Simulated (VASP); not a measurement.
# Al (Fmmm) in VASP: notebook, part 2 of 2

VASP 6.6.1.

## 4. Single point, PBEsol (strain +0.0050 x Voigt [0, 0, 0, 0, 0, 1])

INCAR reads:

```
ALGO = Normal ; EDIFF = 1E-6
ENCUT = 520 ; GGA = PS
ISIF = 2 ; ISMEAR = 0
LASPH = True ; LCHARG = False
LREAL = False ; LWAVE = False
NBANDS = 8 ; NELM = 100
PREC = Accurate ; SIGMA = 0.15
```

KPOINTS reads:

```
k-points
0
Gamma
  20 20 20
```

POSCAR reads:

```
Al
1.0
   -1.5872406433      1.5872406433      1.5912186900
    1.5872406433     -1.5872406433      1.5912186900
    1.5951967367      1.5951967367     -1.5912186900
Al
1
Direct
    0.0000000000      0.0000000000      0.0000000000
```

Potentials or basis: VASP PAW PBE potentials, release 64 (Al).

Command:

```console
$ cat potpaw_PBE.64/Al/POTCAR > POTCAR
$ mpirun -np 1 vasp_std > vasp.out
```

OUTCAR:

```text
EDIFF = 1E-6
   ENCUT = 520
   GGA = PS
   ISIF = 2
   ISMEAR = 0
   LASPH = True
   LREAL = False
   NELM = 100
   PREC = Accurate

 ion  position               nearest neighbor table
   1  0.000  0.000  0.000-

  LATTYP: Found a face centered orthorhombic cell.
 ALAT       =     3.1824373800
 B/A-ratio  =     1.4106780285
 C/A-ratio  =     1.4177490963

  Lattice vectors:

 A1 = (   3.1824373800,   0.0079560934,   0.0000000000)
 A2 = (   1.5951967367,   1.5951967367,   1.5912186900)
 A3 = (   1.5872406433,  -1.5872406433,   1.5912186900)

Analysis of symmetry for initial positions (statically):
=====================================================================
 Subroutine PRICEL returns:
 Original cell was already a primitive cell.

 Routine SETGRP: Setting up the symmetry group for a
 face centered orthorhombic supercell.

 Subroutine GETGRP returns: Found  8 space group operations
 (whereof  8 operations were pure point group operations)
 out of a pool of  8 trial point group operations.

The static configuration has the point symmetry D_2h.

Analysis of symmetry for dynamics (positions and initial velocities):
=====================================================================
 Subroutine PRICEL returns:
 Original cell was already a primitive cell.

 Routine SETGRP: Setting up the symmetry group for a
 face centered orthorhombic supercell.

 Subroutine GETGRP returns: Found  8 space group operations
 (whereof  8 operations were pure point group operations)
 out of a pool of  8 trial point group operations.

The dynamic configuration has the point symmetry D_2h.

 Subroutine INISYM returns: Found  8 space group operations
 (whereof  8 operations are pure point group operations),
 and found     1 'primitive' translations

----------------------------------------------------------------------------------------

                                     Primitive cell

  volume of cell :      16.1156

  direct lattice vectors                    reciprocal lattice vectors
    -1.587240643  1.587240643  1.591218690    -0.000785566  0.314226528  0.314224565
     1.587240643 -1.587240643  1.591218690     0.314226528 -0.000785566  0.314224565
     1.595196737  1.595196737 -1.591218690     0.313440962  0.313440962  0.000000000

  length of vectors
     2.751480082  2.751480082  2.760666980     0.444382724  0.444382724  0.443272460

  position of ions in fractional coordinates (direct lattice)
     0.000000000  0.000000000  0.000000000

  ion indices of the primitive-cell ions
   primitive index   ion index
                 1           1

----------------------------------------------------------------------------------------

 KPOINTS: k-points

Automatic generation of k-mesh.
 Grid dimensions read from file:
 generate k-points for:   20   20   20

 Generating k-lattice:

  Cartesian coordinates                     Fractional coordinates (reciprocal lattice)
    -0.000039278  0.015711326  0.015711228     0.050000000 -0.000000000  0.000000000
     0.015711326 -0.000039278  0.015711228    -0.000000000  0.050000000  0.000000000
     0.015672048  0.015672048  0.000000000     0.000000000  0.000000000  0.050000000

  Length of vectors
     0.022219136  0.022219136  0.022163623

  Shift w.r.t. Gamma in fractional coordinates (k-lattice)
     0.000000000  0.000000000  0.000000000

 Subroutine IBZKPT returns following result:
 ===========================================

 Found   1166 irreducible k-points:

 Following reciprocal coordinates:
            Coordinates               Weight
  0.000000  0.000000  0.000000      1.000000
  0.050000 -0.000000 -0.000000      8.000000
  0.100000 -0.000000 -0.000000      8.000000
  0.150000 -0.000000  0.000000      8.000000
  0.200000 -0.000000 -0.000000      8.000000
  0.250000 -0.000000  0.000000      8.000000
[... 16 lines left out ...]
 -0.400000  0.050000  0.000000      8.000000
 -0.350000  0.050000  0.000000      8.000000
 [... further k-points ...]
   k-points           NKPTS =   1166   k-points in BZ     NKDIM =   1166   number of bands    NBANDS=      8
   number of dos      NEDOS =    301   number of ions     NIONS =      1
   total plane-waves  NPLWV =   9600
   dimension x,y,z NGX =    20 NGY =   20 NGZ =   24
   dimension x,y,z NGXF=    40 NGYF=   40 NGZF=   48
   ions per type =               1
   NGX,Y,Z   is equivalent  to a cutoff of  12.08, 12.08, 14.45 a.u.
   NGXF,Y,Z  is equivalent  to a cutoff of  24.17, 24.17, 28.91 a.u.
 SYSTEM =  unknown system
   PREC   = accura    normal or accurate (medium, high low for compatibility)
   ISTART =      0    job   : 0-new  1-cont  2-samecut
   ICHARG =      2    charge: 1-file 2-atom 10-const
   ISPIN  =      1    spin polarized calculation?
   LNONCOLLINEAR =      F non collinear calculations
   LSORBIT =      F    spin-orbit coupling
   LASPH  =      T    aspherical Exc in radial PAW
   ENCUT  =  520.0 eV  38.22 Ry    6.18 a.u.   5.12  5.12  5.13*2*pi/ulx,y,z
   NELM   =    100;   NELMIN=  2; NELMDL= -5     # of ELM steps
   EDIFF  = 0.1E-05   stopping-criterion for ELM
   LREAL  =      F    real-space projection
   EDIFFG = 0.1E-04   stopping-criterion for IOM
   NSW    =      0    number of steps for IOM
   IBRION =     -1    ionic relax: 0-MD 1-quasi-New 2-CG
   NFREE  =      0    steps in history (QN), initial steepest desc. (CG)
   ISIF   =      2    stress and relaxation
   ISYM   =      2    0-nonsym 1-usesym 2-fastsym
   POTIM  = 0.5000    time-step for ionic-motion
   TEBEG  =    0.0;   TEEND  =   0.0 temperature during run
   PSTRESS=    0.0 pullay stress
   NELECT =       3.0000    total number of electrons
   NUPDOWN=      -1.0000    fix difference up-down
   EMIN   =  10.00;   EMAX   =-10.00  energy-range for DOS
   EFERMI =   0.00;   METHOD = LEGACY
   ISMEAR =     0;   SIGMA  =   0.15  broadening in eV -4-tet -1-fermi 0-gaus
   EFERMI_NEDOS =   21; number of points for ismear=-14 and -15
   IALGO  =     38    algorithm
   IMIX   =      4    mixing-type and parameters
     AMIX     =   0.40;   BMIX     =  1.00
     AMIX_MAG =   1.60;   BMIX_MAG =  1.00
  volume/ion in A,a.u.               =      16.12       108.75
  Fermi-wavevector in a.u.,A,eV,Ry     =   0.934759  1.766438 11.888420  0.873774
  Thomas-Fermi vector in A             =   2.061597
   LORBIT       =      0    0 simple, 1 ext, 2 COOP (PROOUT), +10 PAW based schemes
   GGA     = PS    functional components
   LHFCALC =     F    Hartree Fock is set to
   AEXX    =    0.0000 exact exchange contribution
   IVDW    =     0    specifies the selected vdW correction
   LEPSILON=     F    determine dielectric tensor
   LRPA    =     F    only Hartree local field effects (RPA)
 non-spin polarized calculation
 Gauss-broadening in eV      SIGMA  =   0.15
  energy-cutoff  :      520.00
  volume of cell :       16.12
 maximum number of plane-waves:       456
   NGX = 11   NGY = 11   NGZ = 11

 number of electron       3.0000000 magnetization

 Free energy of the ion-electron system (eV)
  ---------------------------------------------------
  ext. energy  EPLUGINS =         0.00000000
  ---------------------------------------------------
  free energy    TOTEN  =        -3.99223281 eV

  energy without entropy =       -3.98709008  energy(sigma->0) =       -3.98966144

 E-fermi :   8.2073     XC(G=0): -10.3470

 val. band max:        8.2066594468   @ k =   0.1000   0.0500   0.3000
 cond. band min:       8.2101673593   @ k =  -0.2500  -0.3000   0.0500
 fundamental gap:      0.0035079125
 Fermi energy:         8.2073050386

 k-point     1 :       0.0000    0.0000    0.0000
  band No.  band energies     occupation
      1      -3.0915      2.00000
      2      21.5496      0.00000
      3      21.5811      0.00000
      4      21.6198      0.00000
      5      23.1581      0.00000
      6      23.2268      0.00000
      7      23.2920      0.00000
      8      24.6690      0.00000
[... 243 lines left out ...]
 k-point    24 :      -0.3500    0.0500    0.0000
  band No.  band energies     occupation
      1       0.0191      2.00000
      2       9.7501      0.00000
      3      16.1745      0.00000
      4      17.3596      0.00000
      5      19.5577      0.00000
      6      21.2481      0.00000
      7      26.1436      0.00000
      8      28.2965      0.00000

 [... further k-points ...]

------------------------ aborting loop because EDIFF is reached ----------------------------------------

  FORCE on cell =-STRESS in cart. coord.  units (eV):
  Direction    XX          YY          ZZ          XY          YZ          ZX
  --------------------------------------------------------------------------------------
  -------------------------------------------------------------------------------------
  Total        0.2293185      0.2293185      0.2282129     -0.0209958      0.0000000      0.0000000
  in kB       22.7983121     22.7983121     22.6883995     -2.0873518      0.0000000      0.0000000
  external PRESSURE =      22.7616746 kB  Pullay stress =       0.0000000 kB

 VOLUME and BASIS-vectors are now :
 -----------------------------------------------------------------------------
  energy-cutoff  :      520.00
  volume of cell :       16.12
      direct lattice vectors                 reciprocal lattice vectors
    -1.587240643  1.587240643  1.591218690    -0.000785566  0.314226528  0.314224565
     1.587240643 -1.587240643  1.591218690     0.314226528 -0.000785566  0.314224565
     1.595196737  1.595196737 -1.591218690     0.313440962  0.313440962  0.000000000

 POSITION                                       TOTAL-FORCE (eV/Angst)
 -----------------------------------------------------------------------------------
      0.00000      0.00000      0.00000        -0.000000     -0.000000      0.000000
 -----------------------------------------------------------------------------------
    total drift:                                0.000000      0.000000      0.000000

  FREE ENERGIE OF THE ION-ELECTRON SYSTEM (eV)
  ---------------------------------------------------
  free  energy   TOTEN  =        -3.9922328053 eV

  energy  without entropy=       -3.9870900828  energy(sigma->0) =       -3.98966144
```

stdout:

```text
POSCAR found type information on POSCAR Al
 POSCAR found :  1 types and       1 ions
 scaLAPACK will be used
 -----------------------------------------------------------------------------
|                                                                             |
|                                                                             |
|     You enforced a specific xc type in the INCAR file but a different       |
|     I HOPE YOU KNOW WHAT YOU ARE DOING!                                     |
|                                                                             |
 -----------------------------------------------------------------------------

 LDA part: xc-table for (Slater+PW92), standard interpolation
 POSCAR, INCAR and KPOINTS ok, starting setup
 FFT: planning ... GRIDC
 FFT: planning ... GRID_SOFT
 FFT: planning ... GRID
 WAVECAR not read
 entering main loop
```

Run time: 58 s. Hardware: 1 thread of Intel Xeon Platinum 8375C at 2.90GHz (Ice Lake), shared host; peak memory 0.23 GiB.

What came out:

```
Free energy            : -3.9922 eV
Pressure               : 2.3 GPa
Band gap on the k mesh : zero (an odd number of electrons rules out a gap without spin polarisation)
```

Caveat: the cell differs from its parent crystal (strain +0.0050 x Voigt [0, 0, 0, 0, 0, 1]); the PAW data sets were made with another functional, which shifts forces and pressure a little.

## 5. Overview

```csv
cell,gap on the mesh (eV),pressure (GPa)
"a = 2.733, b = 2.733, c = 2.779 Å, angles 109.5, 109.5, 108.8°, 1 atom",none,2.3
"a = 2.742, b = 2.742, c = 2.770 Å, angles 109.5, 109.5, 109.1°, 1 atom",none,2.3
"a = 2.751, b = 2.751, c = 2.761 Å, angles 109.5, 109.5, 109.3°, 1 atom",none,2.3
```

Alike in all rows: task single point; level PBEsol; potentials or basis VASP PAW PBE potentials, release 64 (Al); no spin polarisation; k mesh 20 × 20 × 20; cutoff (eV) 520; smearing gaussian 0.15 eV.

Caveats: the PAW data sets were made with another functional, which shifts forces and pressure a little.

Total energies depend on the potentials used, so only differences within one code and one set of settings carry meaning.
